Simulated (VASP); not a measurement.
**Bi4C: relaxation of cell and atoms with PBE**

Bi4C:

```xyz
5
Lattice="5.1924 0.0000 0.0000 0.0000 5.1924 0.0000 0.0000 0.0000 5.1924" Properties=species:S:1:pos:R:3 pbc="T T T"
Bi    0.0000    0.0000    0.0000
Bi    2.5962    2.5962    0.0000
Bi    2.5962    0.0000    2.5962
Bi    0.0000    2.5962    2.5962
C     2.5962    2.5962    2.5962
```

The cell was built from a structure type or drawn by symmetry, and may not be a known phase.

```
Program                : VASP 6.6.1
Task                   : relaxation of cell and atoms
Functional             : PBE
Potentials or basis    : VASP PAW PBE potentials, release 64 (Bi_d, C)
Cutoff                 : 600 eV
k mesh                 : 8 × 8 × 8
Occupations            : gaussian, width 0.1 eV
Spin                   : no spin polarisation
Dipole correction      : no
Further INCAR settings : ALGO = Normal; EDIFF = 1e-06; IBRION = 2; EDIFFG = -0.01; NSW = 100; ISIF = 3
```

| Item | Value |
| --- | --- |
| Relaxed volume | 26.58 Å³/atom |
| Relaxed cell | a = 5.103 Å, b = 5.103 Å, c = 5.103 Å, α = 90.00°, β = 90.00°, γ = 90.00° |
| Space group after relaxing (to 0.1 Å) | Pm-3m (No. 221) |
| Energy gained by relaxing | 13.6 meV/atom |
| Ionic steps | 3 |
| Pressure after relaxing | 0.0 GPa |
| Band gap on the k mesh | zero (bands 32 and 33 overlap by 2.61 eV) |

Step by step:
```tsv
step	energy change (eV)	largest force (eV/Å)	pressure (GPa)	volume (Å³)
1	0.0000	0.0000	-2.93	139.99
2	-0.0542	0.0000	1.50	129.88
3	-0.0678	0.0000	-0.01	132.88
```

Final structure:
```
CELL_PARAMETERS angstrom
5.10296 0.00000 0.00000
0.00000 5.10296 0.00000
0.00000 0.00000 5.10296
ATOMIC_POSITIONS crystal
Bi 0.00000 0.00000 0.00000
Bi 0.50000 0.50000 0.00000
Bi 0.50000 0.00000 0.50000
Bi 0.00000 0.50000 0.50000
C 0.50000 0.50000 0.50000
```

Levels at points of the mesh, in eV from the Fermi level:
```tsv
k point	band 28	band 29	band 30	band 31	band 32	band 33	band 34	band 35	band 36	band 37
(0.00, 0.00, 0.00)	-5.36	-1.65	-1.65	-1.65	0.35	0.35	0.35	3.58	3.58	3.58
(0.50, 0.00, 0.00)	-2.55	-2.55	-1.00	-0.69	-0.38	0.28	0.28	0.89	1.90	1.90
(0.50, 0.50, 0.00)	-2.66	-2.66	-1.07	-1.07	-0.93	0.06	0.06	1.43	2.46	2.96
(0.50, 0.50, 0.50)	-4.91	0.38	0.38	0.38	1.08	2.57	2.57	3.07	3.07	3.07
```

Wall time 12 min on 1 thread of Intel Xeon 8259CL, with other jobs on the host, peak memory 0.39 GiB.

Caveat: spin-orbit coupling is left out, which moves the levels of the heavy elements.
